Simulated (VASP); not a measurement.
# HfSi4 (Im-3m) in VASP: a series of runs, part 2 of 2

VASP 6.6.1.

## Step 5: Single point, PBE

This run uses another cell than the first one, of 20.42 Å³/atom.

The input, INCAR:

```
SYSTEM = HfSi4
PREC = Accurate ; ENCUT = 520
EDIFF = 1E-6 ; ISMEAR = 0
SIGMA = 0.1 ; LREAL = .FALSE.
LASPH = .TRUE. ; NELM = 100
ALGO = Normal ; ISIF = 2
LWAVE = .FALSE. ; LCHARG = .FALSE.
GGA = PE ; NBANDS = 21
```

The input, KPOINTS:

```
regular mesh
0
G
  10 10 10
  0 0 0
```

The input, POSCAR:

```
HfSi4
1.0
   -2.9443092463      2.9443092463      2.9443092463
    2.9443092463     -2.9443092463      2.9443092463
    2.9443092463      2.9443092463     -2.9443092463
Hf Si
1 4
Direct
    0.0000000000      0.0000000000      0.0000000000
    0.0000000000      0.0000000000      0.5000000000
    0.0000000000      0.5000000000      0.0000000000
    0.5000000000      0.0000000000      0.0000000000
    0.5000000000      0.5000000000      0.5000000000
```

Potentials or basis: VASP PAW PBE potentials, release 64 (Hf_pv, Si).

The run is started by

```bash
$ cat potpaw_PBE.64/Hf_pv/POTCAR potpaw_PBE.64/Si/POTCAR > POTCAR
$ mpirun -np 1 vasp_std > vasp.out
```

OUTCAR:

```text
SYSTEM = HfSi4
   PREC = Accurate
   ENCUT = 520
   EDIFF = 1E-6
   ISMEAR = 0
   LREAL = .FALSE.
   LASPH = .TRUE.
   NELM = 100
   ISIF = 2
   GGA = PE

 ion  position               nearest neighbor table
   1  0.000  0.000  0.000-   2 2.55   3 2.55   4 2.55   5 2.55   2 2.55   3 2.55   4 2.55   5 2.55

   2  0.000  0.000  0.500-   1 2.55   1 2.55   4 2.94   5 2.94   3 2.94   3 2.94   4 2.94   5 2.94

   3  0.000  0.500  0.000-   1 2.55   1 2.55   4 2.94   5 2.94   2 2.94   2 2.94   5 2.94   4 2.94

   4  0.500  0.000  0.000-   1 2.55   1 2.55   3 2.94   5 2.94   5 2.94   2 2.94   2 2.94   3 2.94

   5  0.500  0.500  0.500-   1 2.55   1 2.55   3 2.94   4 2.94   4 2.94   3 2.94   2 2.94   2 2.94

  LATTYP: Found a body centered cubic cell.
 ALAT       =     5.8886184926

  Lattice vectors:

 A1 = (  -2.9443092463,   2.9443092463,   2.9443092463)
 A2 = (   2.9443092463,  -2.9443092463,   2.9443092463)
 A3 = (   2.9443092463,   2.9443092463,  -2.9443092463)

Analysis of symmetry for initial positions (statically):
[... 178 lines left out ...]
  energy without entropy =      -30.18246359  energy(sigma->0) =      -30.18915945

 E-fermi :   5.7695     XC(G=0):  -9.9376

 val. band max:        5.7675727473   @ k =   0.3000   0.3000   0.1000
 cond. band min:       5.8203883814   @ k =  -0.4000   0.5000   0.1000
 fundamental gap:      0.0528156341
 Fermi energy:         5.7694549083

 k-point     1 :       0.0000    0.0000    0.0000
  band No.  band energies     occupation
      1     -24.1566      2.00000
      2     -24.1566      2.00000
      3     -24.1566      2.00000
      4      -5.3958      2.00000
      5      -0.5592      2.00000
      6      -0.5592      2.00000
[... 565 lines left out ...]
     20      10.0782      0.00000
     21      10.4257      0.00000

 [... further k-points ...]

------------------------ aborting loop because EDIFF is reached ----------------------------------------

  FORCE on cell =-STRESS in cart. coord.  units (eV):
  Direction    XX          YY          ZZ          XY          YZ          ZX
  --------------------------------------------------------------------------------------
  -------------------------------------------------------------------------------------
  Total        0.2795684      0.2795684      0.2795684     -0.0000000     -0.0000000      0.0000000
  in kB        4.3872090      4.3872090      4.3872090     -0.0000000     -0.0000000      0.0000000
  external PRESSURE =       4.3872090 kB  Pullay stress =       0.0000000 kB

 VOLUME and BASIS-vectors are now :
 -----------------------------------------------------------------------------
  energy-cutoff  :      520.00
  volume of cell :      102.10
      direct lattice vectors                 reciprocal lattice vectors
    -2.944309246  2.944309246  2.944309246     0.000000000  0.169819118  0.169819118
     2.944309246 -2.944309246  2.944309246     0.169819118  0.000000000  0.169819118
     2.944309246  2.944309246 -2.944309246     0.169819118  0.169819118  0.000000000

 POSITION                                       TOTAL-FORCE (eV/Angst)
 -----------------------------------------------------------------------------------
      0.00000      0.00000      0.00000         0.000000      0.000000      0.000000
      1.47215      1.47215     -1.47215        -0.000000      0.000000      0.000000
      1.47215     -1.47215      1.47215        -0.000000      0.000000      0.000000
     -1.47215      1.47215      1.47215        -0.000000     -0.000000     -0.000000
      1.47215      1.47215      1.47215         0.000000     -0.000000     -0.000000
 -----------------------------------------------------------------------------------
    total drift:                                0.000000     -0.000000      0.000000

  FREE ENERGIE OF THE ION-ELECTRON SYSTEM (eV)
  ---------------------------------------------------
  free  energy   TOTEN  =       -30.1958553135 eV

  energy  without entropy=      -30.1824635882  energy(sigma->0) =      -30.18915945
```

stdout:

```text
POSCAR found type information on POSCAR HfSi
 POSCAR found :  2 types and       5 ions
 scaLAPACK will be used
 LDA part: xc-table for (Slater+PW92), standard interpolation
 POSCAR, INCAR and KPOINTS ok, starting setup
 FFT: planning ... GRIDC
 FFT: planning ... GRID_SOFT
 FFT: planning ... GRID
 WAVECAR not read
 entering main loop
```

Run time: 69 s. Hardware: 1 thread of Intel Xeon Platinum 8488C (Sapphire Rapids), shared host; peak memory 0.28 GiB.

What came out:

```yaml
Free_energy: -30.1959 eV
Pressure: 0.4 GPa
Band_gap_on_the_k_mesh: zero (bands 13 and 14 overlap by 1.36 eV)
```

Levels at points of the mesh, in eV from the Fermi level:
```
           k point  band 10  band 11  band 12  band 13  band 14  band 15  band 16  band 17
(0.00, 0.00, 0.00)    -2.46    -2.40    -2.40    -2.40    -0.39    -0.39     2.29     4.19
(0.50, 0.00, 0.00)    -2.31    -2.13    -1.85    -0.52     0.06     1.34     2.20     2.46
(0.50, 0.50, 0.50)    -2.93    -2.93    -2.93    -2.12     3.43     3.43     3.43     3.99
```

Caveat: spin-orbit coupling is left out, which moves the levels of the heavy elements.

## Step 6: Relaxation of cell and atoms, PBE

This run uses another cell than the first one, of 20.24 Å³/atom.

The input, INCAR:

```
  ALGO = Normal
  EDIFF = 1E-7
  EDIFFG = -0.01
  ENCUT = 600
  GGA = PE
  IBRION = 2
  ISIF = 3
  ISMEAR = 0
  LASPH = True
  LCHARG = False
  LREAL = False
  LWAVE = False
  NELM = 60
  NSW = 100
  PREC = Accurate
  SIGMA = 0.1
```

The input, KPOINTS:

```
k-points
0
Gamma
  10 10 10
```

Edit POSCAR of step 5 so:

```diff
@@ -2,5 +2,5 @@
 1.0
-   -2.9443092463      2.9443092463      2.9443092463
-    2.9443092463     -2.9443092463      2.9443092463
-    2.9443092463      2.9443092463     -2.9443092463
+   -2.9354431850      2.9354431850      2.9354431850
+    2.9354431850     -2.9354431850      2.9354431850
+    2.9354431850      2.9354431850     -2.9354431850
 Hf Si
```

Potentials or basis: VASP PAW PBE potentials, release 64 (Hf_pv, Si).

The run is started by

```bash
$ cat potpaw_PBE.64/Hf_pv/POTCAR potpaw_PBE.64/Si/POTCAR > POTCAR
$ mpirun -np 1 vasp_std > vasp.out
```

OUTCAR:

```text
EDIFF = 1E-7
   EDIFFG = -0.01
   ENCUT = 600
   GGA = PE
   IBRION = 2
   ISIF = 3
   ISMEAR = 0
   LASPH = True
   LREAL = False
   NELM = 60
   NSW = 100
   PREC = Accurate

 ion  position               nearest neighbor table
   1  0.000  0.000  0.000-   2 2.54   3 2.54   4 2.54   5 2.54   2 2.54   3 2.54   4 2.54   5 2.54

   2  0.000  0.000  0.500-   1 2.54   1 2.54   4 2.94   5 2.94   3 2.94   3 2.94   4 2.94   5 2.94

   3  0.000  0.500  0.000-   1 2.54   1 2.54   4 2.94   5 2.94   2 2.94   2 2.94   5 2.94   4 2.94

   4  0.500  0.000  0.000-   1 2.54   1 2.54   3 2.94   5 2.94   5 2.94   2 2.94   2 2.94   3 2.94

   5  0.500  0.500  0.500-   1 2.54   1 2.54   3 2.94   4 2.94   4 2.94   3 2.94   2 2.94   2 2.94

  LATTYP: Found a body centered cubic cell.
 ALAT       =     5.8708863700

  Lattice vectors:

 A1 = (  -2.9354431850,   2.9354431850,   2.9354431850)
 A2 = (   2.9354431850,  -2.9354431850,   2.9354431850)
 A3 = (   2.9354431850,   2.9354431850,  -2.9354431850)

Analysis of symmetry for initial positions (statically):
=====================================================================
 Subroutine PRICEL returns:
 Original cell was already a primitive cell.

 Routine SETGRP: Setting up the symmetry group for a
 body centered cubic supercell.

 Subroutine GETGRP returns: Found 48 space group operations
 (whereof 48 operations were pure point group operations)
 out of a pool of 48 trial point group operations.

The static configuration has the point symmetry O_h .

Analysis of symmetry for dynamics (positions and initial velocities):
=====================================================================
 Subroutine PRICEL returns:
 Original cell was already a primitive cell.

 Routine SETGRP: Setting up the symmetry group for a
 body centered cubic supercell.

 Subroutine GETGRP returns: Found 48 space group operations
 (whereof 48 operations were pure point group operations)
 out of a pool of 48 trial point group operations.

The dynamic configuration has the point symmetry O_h .

 Subroutine INISYM returns: Found 48 space group operations
 (whereof 48 operations are pure point group operations),
 and found     1 'primitive' translations

----------------------------------------------------------------------------------------

                                     Primitive cell

  volume of cell :     101.1768

  direct lattice vectors                    reciprocal lattice vectors
    -2.935443185  2.935443185  2.935443185     0.000000000  0.170332031  0.170332031
     2.935443185 -2.935443185  2.935443185     0.170332031  0.000000000  0.170332031
     2.935443185  2.935443185 -2.935443185     0.170332031  0.170332031  0.000000000

  length of vectors
     5.084336739  5.084336739  5.084336739     0.240885869  0.240885869  0.240885869

  position of ions in fractional coordinates (direct lattice)
     0.000000000  0.000000000  0.000000000
     0.000000000  0.000000000  0.500000000
     0.000000000  0.500000000  0.000000000
     0.500000000  0.000000000  0.000000000
     0.500000000  0.500000000  0.500000000

  ion indices of the primitive-cell ions
   primitive index   ion index
                 1           1
                 2           2
                 3           3
                 4           4
                 5           5
[... 55 lines left out ...]
   number of dos      NEDOS =    301   number of ions     NIONS =      5
   total plane-waves  NPLWV =  74088
   dimension x,y,z NGX =    42 NGY =   42 NGZ =   42
   dimension x,y,z NGXF=    84 NGYF=   84 NGZF=   84
   ions per type =               1   4
   NGX,Y,Z   is equivalent  to a cutoff of  13.73, 13.73, 13.73 a.u.
   NGXF,Y,Z  is equivalent  to a cutoff of  27.47, 27.47, 27.47 a.u.
 SYSTEM =  unknown system
   PREC   = accura    normal or accurate (medium, high low for compatibility)
   ISTART =      0    job   : 0-new  1-cont  2-samecut
   ICHARG =      2    charge: 1-file 2-atom 10-const
   ISPIN  =      1    spin polarized calculation?
   LNONCOLLINEAR =      F non collinear calculations
   LSORBIT =      F    spin-orbit coupling
   LASPH  =      T    aspherical Exc in radial PAW
   ENCUT  =  600.0 eV  44.10 Ry    6.64 a.u.  10.15 10.15 10.15*2*pi/ulx,y,z
   NELM   =     60;   NELMIN=  2; NELMDL= -5     # of ELM steps
   EDIFF  = 0.1E-06   stopping-criterion for ELM
   LREAL  =      F    real-space projection
   EDIFFG = -.1E-01   stopping-criterion for IOM
   NSW    =    100    number of steps for IOM
   IBRION =      2    ionic relax: 0-MD 1-quasi-New 2-CG
   NFREE  =      1    steps in history (QN), initial steepest desc. (CG)
   ISIF   =      3    stress and relaxation
   ISYM   =      2    0-nonsym 1-usesym 2-fastsym
   POTIM  = 0.5000    time-step for ionic-motion
   TEBEG  =    0.0;   TEEND  =   0.0 temperature during run
   PSTRESS=    0.0 pullay stress
   NELECT =      26.0000    total number of electrons
   NUPDOWN=      -1.0000    fix difference up-down
   EMIN   =  10.00;   EMAX   =-10.00  energy-range for DOS
   EFERMI =   0.00;   METHOD = LEGACY
   ISMEAR =     0;   SIGMA  =   0.10  broadening in eV -4-tet -1-fermi 0-gaus
   EFERMI_NEDOS =   21; number of points for ismear=-14 and -15
   IALGO  =     38    algorithm
   IMIX   =      4    mixing-type and parameters
     AMIX     =   0.40;   BMIX     =  1.00
     AMIX_MAG =   1.60;   BMIX_MAG =  1.00
  volume/ion in A,a.u.               =      20.24       136.55
  Fermi-wavevector in a.u.,A,eV,Ry     =   1.040812  1.966849 14.739049  1.083290
  Thomas-Fermi vector in A             =   2.175405
   LORBIT       =      0    0 simple, 1 ext, 2 COOP (PROOUT), +10 PAW based schemes
   GGA     = PE    functional components
   LHFCALC =     F    Hartree Fock is set to
   AEXX    =    0.0000 exact exchange contribution
   IVDW    =     0    specifies the selected vdW correction
   LEPSILON=     F    determine dielectric tensor
   LRPA    =     F    only Hartree local field effects (RPA)
 conjugate gradient relaxation of ions
 non-spin polarized calculation
 Gauss-broadening in eV      SIGMA  =   0.10
  energy-cutoff  :      600.00
  volume of cell :      101.18
 maximum number of plane-waves:      3399
 NGX is ok and might be reduce to    42
   NGX = 21   NGY = 21   NGZ = 21

--------------------------------------- Ionic step        1  -------------------------------------------

 number of electron      25.9999998 magnetization

 Free energy of the ion-electron system (eV)
  ---------------------------------------------------
  ext. energy  EPLUGINS =         0.00000000
  ---------------------------------------------------
  free energy    TOTEN  =       -30.19176950 eV

  energy without entropy =      -30.17894695  energy(sigma->0) =      -30.18535823

------------------------ aborting loop because EDIFF is reached ----------------------------------------

  FORCE on cell =-STRESS in cart. coord.  units (eV):
  Direction    XX          YY          ZZ          XY          YZ          ZX
  --------------------------------------------------------------------------------------
  -------------------------------------------------------------------------------------
  Total        0.7342056      0.7342056      0.7342056      0.0000000      0.0000000     -0.0000000
  in kB       11.6264539     11.6264539     11.6264539      0.0000000      0.0000000     -0.0000000
  external PRESSURE =      11.6264539 kB  Pullay stress =       0.0000000 kB
[... 65 lines left out ...]
--------------------------------------- Ionic step        3  -------------------------------------------

 number of electron      26.0000000 magnetization

 Free energy of the ion-electron system (eV)
  ---------------------------------------------------
  ext. energy  EPLUGINS =         0.00000000
  ---------------------------------------------------
  free energy    TOTEN  =       -30.19714770 eV

  energy without entropy =      -30.18356560  energy(sigma->0) =      -30.19035665

 E-fermi :   5.7182     XC(G=0):  -9.9145

 val. band max:        5.7017465695   @ k =  -0.3000   0.3000   0.2000
 cond. band min:       5.7206526076   @ k =   0.3000   0.3000   0.1000
 fundamental gap:      0.0189060381
 Fermi energy:         5.7182031779

 k-point     1 :       0.0000    0.0000    0.0000
  band No.  band energies     occupation
      1     -24.2249      2.00000
      2     -24.2249      2.00000
      3     -24.2249      2.00000
      4      -5.4146      2.00000
      5      -0.6049      2.00000
      6      -0.6049      2.00000
[... 457 lines left out ...]
      4      -4.5676      2.00000
      5      -1.7678      2.00000
      6      -1.2839      2.00000
[... 9 lines left out ...]
     16       8.0160      0.00000
     17       8.0839      0.00000

 [... further k-points ...]

------------------------ aborting loop because EDIFF is reached ----------------------------------------

  FORCE on cell =-STRESS in cart. coord.  units (eV):
  Direction    XX          YY          ZZ          XY          YZ          ZX
  --------------------------------------------------------------------------------------
  -------------------------------------------------------------------------------------
  Total        0.0031242      0.0031242      0.0031242     -0.0000000      0.0000000      0.0000000
  in kB        0.0487478      0.0487478      0.0487478     -0.0000000      0.0000000      0.0000000
  external PRESSURE =       0.0487478 kB  Pullay stress =       0.0000000 kB
[... 20 lines left out ...]
  FREE ENERGIE OF THE ION-ELECTRON SYSTEM (eV)
  ---------------------------------------------------
  free  energy   TOTEN  =       -30.1971476965 eV

  energy  without entropy=      -30.1835656033  energy(sigma->0) =      -30.19035665

 reached required accuracy - stopping structural energy minimisation
```

Run time: 2.8 min. Hardware: 1 thread of Intel Xeon Platinum 8488C (Sapphire Rapids), shared host; peak memory 0.33 GiB.

What came out:

```yaml
Free_energy: -30.1971 eV
Relaxed_volume: 20.54 Å³/atom
Relaxed_cell: a = 5.109 Å, b = 5.109 Å, c = 5.109 Å, α = 109.47°, β = 109.47°, γ = 109.47°
Space_group_after_relaxing_to_0.1_Å: Im-3m (No. 229)
Energy_gained_by_relaxing: 1.1 meV/atom
Ionic_steps: 3
Pressure_after_relaxing: 0.0 GPa
Band_gap_on_the_k_mesh: zero (bands 13 and 14 overlap by 1.33 eV)
```

Step by step:
```csv
step,energy change (eV),largest force (eV/Å),pressure (GPa),volume (Å³)
1,0.0000,0.0000,1.16,101.18
2,-0.0044,0.0000,-0.48,103.34
3,-0.0054,0.0000,0.00,102.68
```

Final structure:
```cif
data_structure
_symmetry_space_group_name_H-M 'P 1'
_symmetry_Int_Tables_number 1
_cell_length_a 5.1094
_cell_length_b 5.1094
_cell_length_c 5.1094
_cell_angle_alpha 109.471
_cell_angle_beta 109.471
_cell_angle_gamma 109.471
_cell_volume 102.68
loop_
_atom_site_label
_atom_site_type_symbol
_atom_site_fract_x
_atom_site_fract_y
_atom_site_fract_z
_atom_site_occupancy
Hf1 Hf 0.00000 0.00000 0.00000 1
Si1 Si 0.00000 0.00000 0.50000 1
Si2 Si 0.00000 0.50000 0.00000 1
Si3 Si 0.50000 0.00000 0.00000 1
Si4 Si 0.50000 0.50000 0.50000 1
```

Levels at points of the mesh, in eV from the Fermi level:
| k point | band 9 | band 10 | band 11 | band 12 | band 13 | band 14 | band 15 | band 16 | band 17 |
| --- | --- | --- | --- | --- | --- | --- | --- | --- | --- |
| (0.00, 0.00, 0.00) | -2.45 | -2.45 | -2.40 | -2.40 | -2.40 | -0.38 | -0.38 | 2.28 | 4.18 |
| (0.50, 0.00, 0.00) | -2.98 | -2.30 | -2.12 | -1.84 | -0.52 | 0.06 | 1.33 | 2.19 | 2.43 |
| (0.50, 0.50, 0.50) | -5.21 | -2.92 | -2.92 | -2.92 | -2.15 | 3.40 | 3.40 | 3.40 | 3.97 |

Caveat: spin-orbit coupling is left out, which moves the levels of the heavy elements.

## Step 7: The runs side by side

| task | cell | k mesh | cutoff (eV) | gap on the mesh (eV) | pressure (GPa) | relaxed volume (Å³/atom) |
| --- | --- | --- | --- | --- | --- | --- |
| single point | a = 4.675 Å, angles 109.5°, 5 atoms | 4 × 4 × 4 | 520 | none | 36.2 | - |
| single point | a = 5.084 Å, angles 109.5°, 5 atoms | 4 × 4 × 4 | 520 | none | 0.5 | - |
| relaxation of cell and atoms | relaxed from a = 4.675 Å, angles 109.5°, 5 atoms | 4 × 4 × 4 | 600 | none | -0.2 | 20.41 |
| single point | a = 5.100 Å, angles 109.5°, 5 atoms | 10 × 10 × 10 | 520 | none | 0.4 | - |
| relaxation of cell and atoms | relaxed from a = 5.084 Å, angles 109.5°, 5 atoms | 10 × 10 × 10 | 600 | none | 0.0 | 20.54 |

Alike in all rows: level PBE; potentials or basis VASP PAW PBE potentials, release 64 (Hf_pv, Si); no spin polarisation; smearing gaussian 0.1 eV.

Caveats: some runs use coarse meshes; spin-orbit coupling is left out, which moves the levels of the heavy elements; the volume moved by over 15 % at a fixed basis, so the end points are rough (at least some runs).

Absolute energies hang on the potentials; compare differences alone.

The gap in the log of VASP goes by the Fermi energy; the results here count the filled bands.